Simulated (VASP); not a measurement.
# ZnS (P6_3mc) in VASP: single point with PBE

Aim: the single point of ZnS with PBE.

All numbers are computed with VASP 6.6.1; they aren't measurements. Logs are shortened: lines on timing, memory, paths and dates and some standing lists are left out, and cuts for length are marked.

## 1. The cell of the first run

The structure is hexagonal, space group P6_3mc (No. 186). The conventional cell has a = 3.807 Å, b = 3.807 Å, c = 31.142 Å, α = 90.00°, β = 90.00°, γ = 120.00°. Within 3.1 Å of Zn (site symmetry 3m) lie 4 S at 2.33 Å. Zn (site symmetry 3m) has 4 S at 2.33 Å within 3.1 Å. Zn (site symmetry 3m) has 4 S at 2.33 to 2.34 Å within 3.1 Å. Within 3.1 Å of Zn (site symmetry 3m) lie 4 S at 2.33 Å. Zn (site symmetry 3m) has 4 S at 2.33 Å within 3.1 Å. Within 3.1 Å of S (site symmetry 3m) lie 4 Zn at 2.33 Å. S (site symmetry 3m) has 4 Zn at 2.33 Å within 3.1 Å. S (site symmetry 3m) has 4 Zn at 2.33 Å within 3.1 Å.

## 2. Single point, PBE

Contents of INCAR:

```
SYSTEM = ZnS
PREC = Accurate
ENCUT = 520
EDIFF = 1E-7
ISMEAR = -1
SIGMA = 0.02
LREAL = Auto
LASPH = .TRUE.
NELM = 80
ALGO = Normal
ISIF = 2
LWAVE = .FALSE.
LCHARG = .FALSE.
GGA = PE
NBANDS = 106
```

Contents of KPOINTS:

```
Automatic mesh
0
G
  8 8 1
  0 0 0
```

Contents of POSCAR:

```
ZnS
1.0
    3.8073155943      0.0000000000      0.0000000000
   -1.9036577972      3.2972320249      0.0000000000
    0.0000000000      0.0000000000     31.1424028400
Zn S
10 10
Direct
    0.6666666667      0.3333333333      0.2000337500
    0.0000000000      0.0000000000      0.7999734800
    0.6666666667      0.3333333333      0.9000316000
    0.3333333333      0.6666666667      0.7000337500
    0.3333333333      0.6666666667      0.1000484500
    0.6666666667      0.3333333333      0.6000484500
    0.0000000000      0.0000000000      0.0001010500
    0.3333333333      0.6666666667      0.4000316000
    0.0000000000      0.0000000000      0.2999734800
    0.0000000000      0.0000000000      0.5001010500
    0.6666666667      0.3333333333      0.2749385300
    0.0000000000      0.0000000000      0.0749888200
    0.6666666667      0.3333333333      0.6749697500
    0.0000000000      0.0000000000      0.8748569200
    0.3333333333      0.6666666667      0.7749385300
    0.0000000000      0.0000000000      0.5749888200
    0.3333333333      0.6666666667      0.1749697500
    0.3333333333      0.6666666667      0.4750556600
    0.6666666667      0.3333333333      0.9750556600
    0.0000000000      0.0000000000      0.3748569200
```

Potentials or basis: VASP PAW PBE potentials, release 64 (Zn, S).

The run is started by

```bash
cat potpaw_PBE.64/Zn/POTCAR potpaw_PBE.64/S/POTCAR > POTCAR
mpirun -np 1 vasp_std > vasp.out
```

OUTCAR:

```text
SYSTEM = ZnS
   PREC = Accurate
   ENCUT = 520
   EDIFF = 1E-7
   ISMEAR = -1
   LREAL = Auto
   LASPH = .TRUE.
   NELM = 80
   ISIF = 2
   GGA = PE

 ion  position               nearest neighbor table
   1  0.667  0.333  0.200-  17 2.33  17 2.33  17 2.33  11 2.33
   2  0.000  0.000  0.800-  14 2.33  15 2.33  15 2.33  15 2.33
   3  0.667  0.333  0.900-  14 2.33  14 2.33  14 2.33  19 2.34
   4  0.333  0.667  0.700-  13 2.33  13 2.33  13 2.33  15 2.33
   5  0.333  0.667  0.100-  12 2.33  12 2.33  12 2.33  17 2.33
   6  0.667  0.333  0.600-  16 2.33  16 2.33  16 2.33  13 2.33
[... 12 lines left out ...]
  19  0.667  0.333  0.975-   7 2.33   7 2.33   7 2.33   3 2.34
  20  0.000  0.000  0.375-   9 2.33   8 2.33   8 2.33   8 2.33

  LATTYP: Found a hexagonal cell.
 ALAT       =     3.8073155943
 C/A-ratio  =     8.1796221166

  Lattice vectors:

 A1 = (   3.8073155943,   0.0000000000,   0.0000000000)
 A2 = (  -1.9036577972,   3.2972320249,   0.0000000000)
 A3 = (   0.0000000000,   0.0000000000,  31.1424028400)

Analysis of symmetry for initial positions (statically):
=====================================================================
 Subroutine PRICEL returns:
 Original cell was already a primitive cell.

 Routine SETGRP: Setting up the symmetry group for a
 hexagonal supercell.

 Subroutine GETGRP returns: Found 12 space group operations
 (whereof  6 operations were pure point group operations)
 out of a pool of 24 trial point group operations.

The static configuration has the point symmetry C_3v.
 The point group associated with its full space group is C_6v.

Analysis of symmetry for dynamics (positions and initial velocities):
=====================================================================
 Subroutine PRICEL returns:
 Original cell was already a primitive cell.

 Routine SETGRP: Setting up the symmetry group for a
 hexagonal supercell.

 Subroutine GETGRP returns: Found 12 space group operations
 (whereof  6 operations were pure point group operations)
 out of a pool of 24 trial point group operations.

The dynamic configuration has the point symmetry C_3v.
 The point group associated with its full space group is C_6v.

 Subroutine INISYM returns: Found 12 space group operations
 (whereof  6 operations are pure point group operations),
 and found     1 'primitive' translations

----------------------------------------------------------------------------------------

                                     Primitive cell

  volume of cell :     390.9494

  direct lattice vectors                    reciprocal lattice vectors
     3.807315594  0.000000000  0.000000000     0.262652248  0.151642346  0.000000000
    -1.903657797  3.297232025  0.000000000     0.000000000  0.303284692  0.000000000
     0.000000000  0.000000000 31.142402840     0.000000000  0.000000000  0.032110560

  length of vectors
     3.807315594  3.807315594 31.142402840     0.303284692  0.303284692  0.032110560

  position of ions in fractional coordinates (direct lattice)
     0.666666667  0.333333333  0.200033750
     0.000000000  0.000000000  0.799973480
     0.666666667  0.333333333  0.900031600
     0.333333333  0.666666667  0.700033750
     0.333333333  0.666666667  0.100048450
     0.666666667  0.333333333  0.600048450
[... 12 lines left out ...]
     0.666666667  0.333333333  0.975055660
     0.000000000  0.000000000  0.374856920

  ion indices of the primitive-cell ions
   primitive index   ion index
                 1           1
                 2           2
                 3           3
                 4           4
                 5           5
                 6           6
[... 12 lines left out ...]
                19          19
                20          20

----------------------------------------------------------------------------------------

 KPOINTS: Automatic mesh

Automatic generation of k-mesh.
 Grid dimensions read from file:
 generate k-points for:    8    8    1

 Generating k-lattice:

  Cartesian coordinates                     Fractional coordinates (reciprocal lattice)
     0.032831531  0.018955293  0.000000000     0.125000000  0.000000000  0.000000000
     0.000000000  0.037910587  0.000000000     0.000000000  0.125000000  0.000000000
     0.000000000  0.000000000  0.032110560     0.000000000  0.000000000  1.000000000

  Length of vectors
     0.037910587  0.037910587  0.032110560

  Shift w.r.t. Gamma in fractional coordinates (k-lattice)
     0.000000000  0.000000000  0.000000000

 Subroutine IBZKPT returns following result:
 ===========================================

 Found     10 irreducible k-points:

 Following reciprocal coordinates:
            Coordinates               Weight
  0.000000  0.000000  0.000000      1.000000
  0.125000  0.000000  0.000000      6.000000
  0.250000  0.000000  0.000000      6.000000
  0.375000  0.000000  0.000000      6.000000
  0.500000  0.000000  0.000000      3.000000
  0.125000  0.125000  0.000000      6.000000
  0.250000  0.125000  0.000000     12.000000
  0.375000  0.125000  0.000000     12.000000
  0.250000  0.250000  0.000000      6.000000
  0.375000  0.250000  0.000000      6.000000
   k-points           NKPTS =     10   k-points in BZ     NKDIM =     10   number of bands    NBANDS=    106
   number of dos      NEDOS =    301   number of ions     NIONS =     20
   total plane-waves  NPLWV = 188160
   dimension x,y,z NGX =    28 NGY =   28 NGZ =  240
   dimension x,y,z NGXF=    56 NGYF=   56 NGZF=  480
   ions per type =              10  10
   NGX,Y,Z   is equivalent  to a cutoff of  12.23, 12.23, 12.81 a.u.
   NGXF,Y,Z  is equivalent  to a cutoff of  24.45, 24.45, 25.62 a.u.
 SYSTEM =  ZnS
   PREC   = accura    normal or accurate (medium, high low for compatibility)
   ISTART =      0    job   : 0-new  1-cont  2-samecut
   ICHARG =      2    charge: 1-file 2-atom 10-const
   ISPIN  =      1    spin polarized calculation?
   LNONCOLLINEAR =      F non collinear calculations
   LSORBIT =      F    spin-orbit coupling
   LASPH  =      T    aspherical Exc in radial PAW
   ENCUT  =  520.0 eV  38.22 Ry    6.18 a.u.   7.08  7.08 57.90*2*pi/ulx,y,z
   NELM   =     80;   NELMIN=  2; NELMDL= -5     # of ELM steps
   EDIFF  = 0.1E-06   stopping-criterion for ELM
   LREAL  =      T    real-space projection
   EDIFFG = 0.1E-05   stopping-criterion for IOM
   NSW    =      0    number of steps for IOM
   IBRION =     -1    ionic relax: 0-MD 1-quasi-New 2-CG
   NFREE  =      0    steps in history (QN), initial steepest desc. (CG)
   ISIF   =      2    stress and relaxation
   ISYM   =      2    0-nonsym 1-usesym 2-fastsym
   POTIM  = 0.5000    time-step for ionic-motion
   TEBEG  =    0.0;   TEEND  =   0.0 temperature during run
   PSTRESS=    0.0 pullay stress
   NELECT =     180.0000    total number of electrons
   NUPDOWN=      -1.0000    fix difference up-down
   EMIN   =  10.00;   EMAX   =-10.00  energy-range for DOS
   EFERMI =   0.00;   METHOD = LEGACY
   ISMEAR =    -1;   SIGMA  =   0.02  broadening in eV -4-tet -1-fermi 0-gaus
   EFERMI_NEDOS =   21; number of points for ismear=-14 and -15
   IALGO  =     38    algorithm
   IMIX   =      4    mixing-type and parameters
     AMIX     =   0.40;   BMIX     =  1.00
     AMIX_MAG =   1.60;   BMIX_MAG =  1.00
  volume/ion in A,a.u.               =      19.55       131.91
  Fermi-wavevector in a.u.,A,eV,Ry     =   1.264131  2.388862 21.742488  1.598028
  Thomas-Fermi vector in A             =   2.397452
   LORBIT       =      0    0 simple, 1 ext, 2 COOP (PROOUT), +10 PAW based schemes
   GGA     = PE    functional components
   LHFCALC =     F    Hartree Fock is set to
   AEXX    =    0.0000 exact exchange contribution
   IVDW    =     0    specifies the selected vdW correction
   LEPSILON=     F    determine dielectric tensor
   LRPA    =     F    only Hartree local field effects (RPA)
 non-spin polarized calculation
  energy-cutoff  :      520.00
  volume of cell :      390.95
 maximum number of plane-waves:     10571
   NGX = 15   NGY = 15   NGZ =115

 number of electron     179.9999925 magnetization

 Free energy of the ion-electron system (eV)
  ---------------------------------------------------
  ext. energy  EPLUGINS =         0.00000000
  ---------------------------------------------------
  free energy    TOTEN  =       -68.41982289 eV

  energy without entropy =      -68.41982289  energy(sigma->0) =      -68.41982289

 E-fermi :   2.6502     XC(G=0):  -9.6718

 val. band max:        2.1981599787   @ k =   0.0000   0.0000   0.0000
 cond. band min:       4.3644267898   @ k =   0.0000   0.0000   0.0000
 fundamental gap:      2.1662668111
 Fermi energy:         2.6501896993

 k-point     1 :       0.0000    0.0000    0.0000
  band No.  band energies     occupation
      1     -11.0138      2.00000
      2     -10.9398      2.00000
      3     -10.9342      2.00000
      4     -10.7267      2.00000
      5     -10.7232      2.00000
      6     -10.4390      2.00000
[... 94 lines left out ...]
    101       8.4684      0.00000
    102       8.5315      0.00000

 k-point     2 :       0.1250    0.0000    0.0000
  band No.  band energies     occupation
      1     -10.9077      2.00000
      2     -10.8367      2.00000
      3     -10.8311      2.00000
      4     -10.6326      2.00000
      5     -10.6292      2.00000
      6     -10.3590      2.00000
[... 829 lines left out ...]
    101       8.1103      0.00000
    102       8.1435      0.00000

 k-point    10 :       0.3750    0.2500    0.0000
  band No.  band energies     occupation
      1      -9.9151      2.00000
      2      -9.9038      2.00000
      3      -9.8996      2.00000
      4      -9.8672      2.00000
      5      -9.8663      2.00000
      6      -9.8248      2.00000
[... 94 lines left out ...]
    101       7.9681      0.00000
    102       8.0313      0.00000
 [bands above 102 left out]

------------------------ aborting loop because EDIFF is reached ----------------------------------------

  FORCE on cell =-STRESS in cart. coord.  units (eV):
  Direction    XX          YY          ZZ          XY          YZ          ZX
  --------------------------------------------------------------------------------------
  -------------------------------------------------------------------------------------
  Total        6.1113180      6.1113180      5.9937796     -0.0000000     -0.0000000      0.0000000
  in kB       25.0452261     25.0452261     24.5635338     -0.0000000     -0.0000000      0.0000000
  external PRESSURE =      24.8846620 kB  Pullay stress =       0.0000000 kB

 VOLUME and BASIS-vectors are now :
 -----------------------------------------------------------------------------
  energy-cutoff  :      520.00
  volume of cell :      390.95
      direct lattice vectors                 reciprocal lattice vectors
     3.807315594  0.000000000  0.000000000     0.262652248  0.151642346  0.000000000
    -1.903657797  3.297232025  0.000000000     0.000000000  0.303284692  0.000000000
     0.000000000  0.000000000 31.142402840     0.000000000  0.000000000  0.032110560

 POSITION                                       TOTAL-FORCE (eV/Angst)
 -----------------------------------------------------------------------------------
      1.90366      1.09908      6.22953        -0.000000     -0.000000     -0.005388
      0.00000      0.00000     24.91310        -0.000000     -0.000000     -0.005728
      1.90366      1.09908     28.02915         0.000000     -0.000000     -0.002350
     -0.00000      2.19815     21.80073         0.000000     -0.000000     -0.005388
     -0.00000      2.19815      3.11575         0.000000     -0.000000     -0.001577
      1.90366      1.09908     18.68695        -0.000000      0.000000     -0.001577
[... 12 lines left out ...]
      1.90366      1.09908     30.36558         0.000000     -0.000000     -0.000392
      0.00000      0.00000     11.67395         0.000000      0.000000      0.000179
 -----------------------------------------------------------------------------------
    total drift:                               -0.000004     -0.000006      0.001482

  FREE ENERGIE OF THE ION-ELECTRON SYSTEM (eV)
  ---------------------------------------------------
  free  energy   TOTEN  =       -68.4198228913 eV

  energy  without entropy=      -68.4198228913  energy(sigma->0) =      -68.41982289
```

Run time: 30 min. Hardware: 1 thread of Intel Xeon Platinum 8259CL at 2.50GHz (Skylake/Cascade Lake), shared host; peak memory 0.58 GiB.

What came out:

```yaml
Free_energy: -68.4198 eV
Pressure: 2.5 GPa
Largest_force: 0.006 eV/Å
Band_gap_on_the_k_mesh: 2.17 eV
```

Forces in eV/Å, atoms in the order of the input:
```
Zn   0.000  0.000 -0.005
Zn   0.000  0.000 -0.006
Zn   0.000  0.000 -0.002
Zn   0.000  0.000 -0.005
Zn   0.000  0.000 -0.002
Zn   0.000  0.000 -0.002
Zn   0.000  0.000  0.005
Zn   0.000  0.000 -0.002
Zn   0.000  0.000 -0.006
Zn   0.000  0.000  0.005
S    0.000  0.000  0.003
S    0.000  0.000  0.005
S    0.000  0.000  0.002
S    0.000  0.000  0.000
S    0.000  0.000  0.003
S    0.000  0.000  0.005
S    0.000  0.000  0.002
S    0.000  0.000  0.000
S    0.000  0.000  0.000
S    0.000  0.000  0.000
```
